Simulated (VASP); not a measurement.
# Cu: single point with PBE

The system is Cu, a sheet with vacuum.

```
Cu
1.0
     2.61109    0.00000    0.00000
    -1.30554    2.26127    0.00000
     0.00000    0.00000   17.00000
Cu
2
Direct
  0.00000 0.00000 0.57817
  0.00000 0.00000 0.42183
```

```
Program                : VASP 6.6.1
Task                   : single point
Functional             : PBE
Potentials or basis    : VASP PAW PBE potentials, release 64 (Cu)
Cutoff                 : 520 eV
k mesh                 : 6 × 6 × 1
Occupations            : gaussian, width 0.1 eV
Spin                   : no spin polarisation
Dipole correction      : yes
Further INCAR settings : ALGO = Normal; EDIFF = 1e-06; NBANDS = 18
```

The largest force is 0.075 eV/Å. The band gap on the k mesh is zero (band 11 reaches 2.75 eV, above the bottom of band 12 at -3.23 eV).

Forces on the atoms (eV/Å):
```
Cu   0.000  0.000 -0.075
Cu   0.000  0.000  0.075
```

Levels at points of the mesh, in eV from the Fermi level:
```csv
k point,band 9,band 10,band 11,band 12,band 13,band 14,band 15,band 16
"(0.00, 0.00, 0.00)",-1.46,-1.46,-1.27,-1.27,0.22,4.09,4.72,6.29
"(0.50, 0.00, 0.00)",-1.08,-1.06,0.85,2.79,3.40,5.41,7.15,9.92
```

Wall time 20 s on 1 thread of Intel(R) Xeon(R) Platinum 8259CL CPU @ 2.50GHz (Skylake/Cascade Lake) (shared host), peak memory 0.2 GiB.

Caveat: the k points lie up to 0.46 Å⁻¹ apart.
